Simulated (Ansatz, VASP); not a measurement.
# One calculation of HfMoC2, two programs

File INCAR:

```
SYSTEM = HfMoC2
ALGO = Normal
EDIFF = 1E-7
ENCUT = 520
GGA = CA
ISIF = 2
ISMEAR = -1
LASPH = .TRUE.
LCHARG = .TRUE.
LELF = .TRUE.
LREAL = .FALSE.
LVHAR = .TRUE.
LWAVE = .FALSE.
NBANDS = 24
NELM = 80
PREC = Accurate
SIGMA = 0.05
```

File KPOINTS:

```
k-points
0
G
  8 8 6
  0 0 0
```

File POSCAR:

```
HfMoC2
1.0
    3.2334202240      0.0000000000      0.0000000000
    0.0000000000      3.2334202240      0.0000000000
    0.0000000000      0.0000000000      4.5441860843
Hf Mo C
1 1 2
Direct
    0.0000000000      0.0000000000      0.0000000000
    0.5000000000      0.5000000000      0.5000000000
    0.5000000000      0.5000000000      0.0000000000
    0.0000000000      0.0000000000      0.5000000000
```

input.yaml

```yaml
crystal:
  lattice:
    - [3.233420224, 0.0, 0.0]
    - [0.0, 3.233420224, 0.0]
    - [0.0, 0.0, 4.5441860843]
  atoms:
    - { symbol: Hf, position: [0.0, 0.0, 0.0] }
    - { symbol: Mo, position: [0.5, 0.5, 0.5] }
    - { symbol: C, position: [0.5, 0.5, 0.0] }
    - { symbol: C, position: [0.0, 0.0, 0.5] }
hamiltonian:
  xc: lda
  pseudopotentials: { kind: paw }
kpoints:
  mp_grid: { grid: [8, 8, 6] }
scf:
  occupations: { method: fermi_dirac, width: 0.05 }
output:
  forces: true
  stress: true
  eigenvalues: true
```

Alike in both runs: task single point; functional LDA; k mesh 8 × 8 × 6; occupations fermi-dirac, width 0.05 eV; no spin polarisation.

|  | VASP | Ansatz |
| --- | --- | --- |
| version | VASP 6.6.1 | Ansatz 0.2.0 |
| potentials or method | VASP PAW LDA potentials, release 64 (Hf_pv, Mo_sv, C) | Ansatz PAW |
| plane-wave cutoff (eV) | 520 | 420 |
| valence electrons in the cell | 32 | 48 |

```tsv
	VASP	Ansatz	Ansatz less VASP
gap on the k mesh at the Fermi level (eV)	none	none	-
pressure (GPa)	-22.7	-23.4	-0.62
traceless stress, the component that is largest in VASP (GPa)	-2.79	-2.79	-0.008
```

LDA's correlation is that of Perdew and Zunger in VASP and of Perdew and Wang (1992) in Ansatz. A gap of «none» marks a metal or a gap that the smearing closes. VASP's potentials hold 32 valence electrons a cell and Ansatz's 48, so a difference there can come from the potentials and not from the codes.

Neither program's run includes spin-orbit coupling.
